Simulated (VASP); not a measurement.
# MgO (I4/mmm) in VASP: further runs, part 2 of 2

VASP 6.6.1.

## (3) Single point, PBE (strain -0.0450 x Voigt [1, 0, 0, 0, 0, 0])

INCAR

```
  PREC = Accurate
  ENCUT = 520
  EDIFF = 1E-6
  ISMEAR = 0
  SIGMA = 0.05
  LREAL = False
  LASPH = True
  NELM = 60
  ALGO = Normal
  ISIF = 2
  LWAVE = False
  LCHARG = True
  GGA = PE
  LELF = True
  LVHAR = True
  NBANDS = 11
```

KPOINTS

```
regular mesh
0
Gamma
  10 10 10
```

POSCAR

```
MgO
1.0
    0.0000000000      2.1351500000      2.1351500000
    2.0390682500      0.0000000000      2.1351500000
    2.0390682500      2.1351500000      0.0000000000
Mg O
1 1
Direct
    0.0000000000      0.0000000000      0.0000000000
    0.5000000000      0.5000000000      0.5000000000
```

Potentials or basis: VASP PAW PBE potentials, release 64 (Mg, O).

Run with:

```console
$ cat potpaw_PBE.64/Mg/POTCAR potpaw_PBE.64/O/POTCAR > POTCAR
$ mpirun -np 1 vasp_std > vasp.out
```

OUTCAR:

```text
PREC = Accurate
   ENCUT = 520
   EDIFF = 1E-6
   ISMEAR = 0
   LREAL = False
   LASPH = True
   NELM = 60
   ISIF = 2
   GGA = PE

 ion  position               nearest neighbor table
   1  0.000  0.000  0.000-   2 2.04   2 2.04   2 2.14   2 2.14   2 2.14   2 2.14
   2  0.500  0.500  0.500-   1 2.04   1 2.04   1 2.14   1 2.14   1 2.14   1 2.14

  LATTYP: Found a body centered tetragonal cell.
 ALAT       =     3.0195580877
 C/A-ratio  =     1.3505739521

  Lattice vectors:

 A1 = (  -2.0390682500,   0.0000000000,  -2.1351500000)
 A2 = (  -2.0390682500,   0.0000000000,   2.1351500000)
 A3 = (   2.0390682500,   2.1351500000,   0.0000000000)

Analysis of symmetry for initial positions (statically):
=====================================================================
 Subroutine PRICEL returns:
 Original cell was already a primitive cell.

 Routine SETGRP: Setting up the symmetry group for a
 body centered tetragonal supercell.

 Subroutine GETGRP returns: Found 16 space group operations
 (whereof 16 operations were pure point group operations)
 out of a pool of 16 trial point group operations.

The static configuration has the point symmetry D_4h.

Analysis of symmetry for dynamics (positions and initial velocities):
[... 165 lines left out ...]

 k-point     1 :       0.0000    0.0000    0.0000
  band No.  band energies     occupation
      1     -14.0709      2.00000
      2       3.1457      2.00000
      3       3.2546      2.00000
      4       3.2546      2.00000
      5       7.9797      0.00000
      6      18.9138      0.00000
      7      18.9138      0.00000
      8      19.3949      0.00000
      9      23.0083      0.00000
     10      24.0113      0.00000
     11      25.5635      0.00000
[... 309 lines left out ...]
 k-point    24 :       0.4000    0.3000    0.0000
  band No.  band energies     occupation
      1     -12.8572      2.00000
      2      -0.3845      2.00000
      3       1.9008      2.00000
      4       2.2286      2.00000
      5      12.8516      0.00000
      6      13.5564      0.00000
      7      16.6753      0.00000
      8      21.4081      0.00000
      9      22.0549      0.00000
     10      28.2531      0.00000
     11      30.1574      0.00000

 [... further k-points ...]
[... 5 lines left out ...]
  --------------------------------------------------------------------------------------
  -------------------------------------------------------------------------------------
  Total        1.4879714      0.2149089      0.2149089     -0.0000000      0.0000000      0.0000000
  in kB      128.2291121     18.5202328     18.5202328     -0.0000000      0.0000000      0.0000000
  external PRESSURE =      55.0898592 kB  Pullay stress =       0.0000000 kB

 VOLUME and BASIS-vectors are now :
 -----------------------------------------------------------------------------
  energy-cutoff  :      520.00
  volume of cell :       18.59
      direct lattice vectors                 reciprocal lattice vectors
     0.000000000  2.135150000  2.135150000    -0.245210036  0.234175585  0.234175585
     2.039068250  0.000000000  2.135150000     0.245210036 -0.234175585  0.234175585
     2.039068250  2.135150000  0.000000000     0.245210036  0.234175585 -0.234175585

 POSITION                                       TOTAL-FORCE (eV/Angst)
 -----------------------------------------------------------------------------------
      0.00000      0.00000      0.00000        -0.000000     -0.000000      0.000000
      2.03907      2.13515      2.13515         0.000000      0.000000     -0.000000
 -----------------------------------------------------------------------------------
    total drift:                               -0.000000     -0.000000      0.000000

  FREE ENERGIE OF THE ION-ELECTRON SYSTEM (eV)
  ---------------------------------------------------
  free  energy   TOTEN  =       -11.8840268142 eV

  energy  without entropy=      -11.8840268142  energy(sigma->0) =      -11.88402681
```

OSZICAR:

```text
N       E                     dE             d eps       ncg     rms          rms(c)
DAV:   1     0.143731059116E+02    0.14373E+02   -0.46447E+03  2500   0.643E+02
DAV:   2    -0.128776058280E+02   -0.27251E+02   -0.26606E+02  2589   0.137E+02
DAV:   3    -0.134565721687E+02   -0.57897E+00   -0.57859E+00  2711   0.176E+01
DAV:   4    -0.134578588596E+02   -0.12867E-02   -0.12867E-02  2463   0.964E-01
DAV:   5    -0.134578631010E+02   -0.42414E-05   -0.42414E-05  2649   0.539E-02    0.725E+00
DAV:   6    -0.119007292536E+02    0.15571E+01   -0.87923E+00  2358   0.164E+01    0.221E+00
DAV:   7    -0.118896456474E+02    0.11084E-01   -0.58608E-02  2481   0.210E+00    0.135E+00
DAV:   8    -0.118844431655E+02    0.52025E-02   -0.27721E-02  2349   0.187E+00    0.241E-01
DAV:   9    -0.118840344225E+02    0.40874E-03   -0.66952E-04  2625   0.178E-01    0.131E-01
DAV:  10    -0.118840249516E+02    0.94710E-05   -0.52711E-04  2496   0.168E-01    0.101E-02
DAV:  11    -0.118840268002E+02   -0.18486E-05   -0.26758E-06  2610   0.142E-02    0.509E-03
DAV:  12    -0.118840268142E+02   -0.14013E-07   -0.42426E-07  1410   0.534E-03
   1 F= -.11884027E+02 E0= -.11884027E+02  d E =-.858711E-17
```

stdout:

```text
POSCAR found type information on POSCAR MgO
 POSCAR found :  2 types and       2 ions
 scaLAPACK will be used
 LDA part: xc-table for (Slater+PW92), standard interpolation
 POSCAR, INCAR and KPOINTS ok, starting setup
 FFT: planning ... GRIDC
 FFT: planning ... GRID_SOFT
 FFT: planning ... GRID
 WAVECAR not read
 entering main loop
```

It took 12 s on 1 thread of Intel Xeon Platinum 8488C (Sapphire Rapids), shared host; peak memory 0.15 GiB.

What came out:

```
Free energy            : -11.8840 eV
Pressure               : 5.5 GPa
Band gap on the k mesh : 4.73 eV, direct
```

Stress tensor (GPa, compression positive):
```
12.82  0.00  0.00
 0.00  1.85  0.00
 0.00  0.00  1.85
```

Levels at points of the mesh, in eV from the valence-band top:
| k point | band 1 | band 2 | band 3 | band 4 | band 5 | band 6 | band 7 | band 8 | band 9 |
| --- | --- | --- | --- | --- | --- | --- | --- | --- | --- |
| (0.00, 0.00, 0.00) | -17.33 | -0.11 | 0.00 | 0.00 | 4.73 | 15.66 | 15.66 | 16.14 | 19.75 |
| (0.50, 0.00, 0.00) | -16.03 | -4.67 | -0.74 | -0.65 | 7.88 | 12.61 | 15.83 | 16.92 | 20.91 |
| (0.50, 0.50, 0.00) | -15.81 | -4.19 | -1.46 | -1.18 | 9.28 | 10.02 | 12.91 | 18.76 | 19.66 |
| (0.00, 0.50, 0.50) | -15.69 | -4.02 | -1.52 | -1.52 | 8.78 | 9.98 | 13.53 | 18.66 | 18.66 |

Caveat: the cell differs from its parent crystal (strain -0.0450 x Voigt [1, 0, 0, 0, 0, 0]).
